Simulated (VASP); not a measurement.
Input of a VASP 6.6.1 run:

File INCAR:

```
SYSTEM = Mo2Se3
PREC = Accurate ; ENCUT = 520
EDIFF = 1E-7 ; ISMEAR = 0
SIGMA = 0.1 ; LREAL = .False.
LASPH = .True. ; NELM = 150
ALGO = Normal ; ISIF = 2
LWAVE = .False. ; LCHARG = .False.
ISPIN = 2 ; MAGMOM = 0.17 0.17 0 0 0
LORBIT = 11 ; LMAXMIX = 4
GGA = PE ; NBANDS = 35
```

The input KPOINTS:

```
Automatic mesh
0
Gamma
  12 12 4
  0 0 0
```

POSCAR

```
Mo2Se3
1.0
    3.3241797276      0.0000000000      0.0000000000
   -1.6620898638      2.8788240909      0.0000000000
    0.0000000000      0.0000000000     11.5383796755
Mo Se
2 3
Direct
    0.3333333333      0.6666666667      0.1563230971
    0.3333333333      0.6666666667      0.8436769029
    0.0000000000      0.0000000000      0.2988258480
    0.0000000000      0.0000000000      0.7011741520
    0.0000000000      0.0000000000      0.0000000000
```

Potentials or basis: VASP PAW PBE potentials, release 64 (Mo_sv, Se).

Launch:

```bash
$ cat potpaw_PBE.64/Mo_sv/POTCAR potpaw_PBE.64/Se/POTCAR > POTCAR
$ mpirun -np 1 vasp_std > vasp.out
```

(1) What does it give for the pressure?

(2) What does it give for the net moment?

(3) Predict the band gap on the k mesh.

(4) Estimate the largest force.

Results:

(1) 0.2 GPa.

(2) 0.00 μB per cell.

(3) zero (filled and empty bands overlap).

(4) 0.028 eV/Å.

Caveat: this functional lacks dispersion, which binds layers or chains, so the pressure and a relaxed spacing across them are unreliable.
